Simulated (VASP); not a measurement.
The system is Ti19Al5.

```
CELL_PARAMETERS angstrom
7.76655 -0.12864 0.23202
-0.12864 7.66971 0.03036
0.23202 0.03036 7.43666
ATOMIC_POSITIONS crystal
Ti 0.83403 0.40124 0.26439
Ti 0.40732 0.15397 0.37534
Ti 0.74882 0.93485 0.87416
Ti 0.35727 0.21519 0.70214
Ti 0.13755 0.72330 0.18289
Ti 0.05966 0.15988 0.22126
Ti 0.52677 0.26936 0.03151
Ti 0.12592 0.39891 0.03151
Ti 0.85240 0.28913 0.90197
Ti 0.91914 0.74263 0.47566
Ti 0.27776 0.78442 0.57809
Ti 0.58993 0.87190 0.58073
Ti 0.09994 0.01233 0.90648
Ti 0.45048 0.85121 0.26338
Ti 0.75199 0.98797 0.21094
Ti 0.10592 0.41025 0.56281
Ti 0.75245 0.19874 0.54399
Ti 0.34017 0.57202 0.87033
Ti 0.69079 0.64112 0.12923
Al 0.48262 0.48214 0.47999
Al 0.01575 0.65639 0.82896
Al 0.01230 0.05046 0.59934
Al 0.67274 0.55887 0.72180
Al 0.42572 0.91781 0.91315
```

Base run:

- Program: VASP 6.6.1
- Functional: PBE
- Potentials or basis: VASP PAW PBE potentials, release 64 (Ti_sv, Al)
- Cutoff: 400 eV
- k mesh: 1 × 1 × 1, shifted
- Occupations: fermi-dirac, width 0.0862 eV
- Spin: no spin polarisation

Its results: band gap on the k mesh zero (an odd number of electrons rules out a gap without spin polarisation); pressure -2.9 GPa; largest force 2.553 eV/Å.

Problem. The run is repeated on the same cell with these changes: cutoff from 400 eV to 520 eV; further incar settings from LREAL = Auto; ALGO = Normal; EDIFF = 1e-06; NBANDS = 140; ISYM = -1 to LREAL = Auto; ALGO = Normal; EDIFF = 1e-06; NBANDS = 140; ISYM = 0. What comes out?

Solution. Band gap on the k mesh zero (an odd number of electrons rules out a gap without spin polarisation); pressure -2.4 GPa; largest force 2.547 eV/Å.

Caveats: some runs use coarse meshes; the atoms stand as in a frame of molecular dynamics.
